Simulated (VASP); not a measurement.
Wanted: the native input for a VASP 6.6.1 run.

```yaml
Task: single point
Functional: PBEsol
Dispersion: D3(BJ)
Potentials_or_basis: VASP PAW PBE potentials, release 64 (Mg)
Cutoff: 520 eV
k_mesh: 11 × 11 × 11
Occupations: fermi-dirac, width 0.1 eV
Spin: collinear spin
Starting_moments: "[0.5] μB"
Dipole_correction: no
Further_INCAR_settings: ALGO = Normal; EDIFF = 1e-06; NBANDS = 11
```

The structure of Mg lies in POSCAR:

```
Mg
1.0
   -1.8359916300      1.8359916300      1.6794040200
    1.8359916300     -1.8359916300      1.6794040200
    1.8359916300      1.8359916300     -1.6794040200
Mg
1
Direct
    0.0000000000      0.0000000000      0.0000000000
```

One way to write it, as run:

INCAR

```
SYSTEM = Mg
PREC = Accurate
ENCUT = 520
EDIFF = 1E-6
ISMEAR = -1
SIGMA = 0.1
LREAL = .False.
LASPH = .True.
NELM = 150
ALGO = Normal
ISIF = 2
LWAVE = .False.
LCHARG = .False.
ISPIN = 2
MAGMOM = 0.5
LORBIT = 11
GGA = PS
IVDW = 12
NBANDS = 11
```

KPOINTS

```
Automatic mesh
0
Gamma
  11 11 11
  0 0 0
```

Potentials or basis: VASP PAW PBE potentials, release 64 (Mg).

Launch:

```console
$ cat potpaw_PBE.64/Mg/POTCAR > POTCAR
$ mpirun -np 1 vasp_std > vasp.out
```

It gave:

```json
{"Pressure": "-2.2 GPa", "Band gap on the k mesh": "zero (filled and empty bands overlap)", "Net moment": "0.00 μB per cell", "Valence electrons inside the program's atomic spheres": "Mg 0.35", "Dispersion energy per atom": "-0.265 eV"}
```

Caveat: the PAW data sets were made with another functional, which shifts forces and pressure a little.

It took 50 s on 1 thread of Intel(R) Xeon(R) Platinum 8259CL CPU @ 2.50GHz (Skylake/Cascade Lake), on a shared host, peak memory 0.19 GiB.
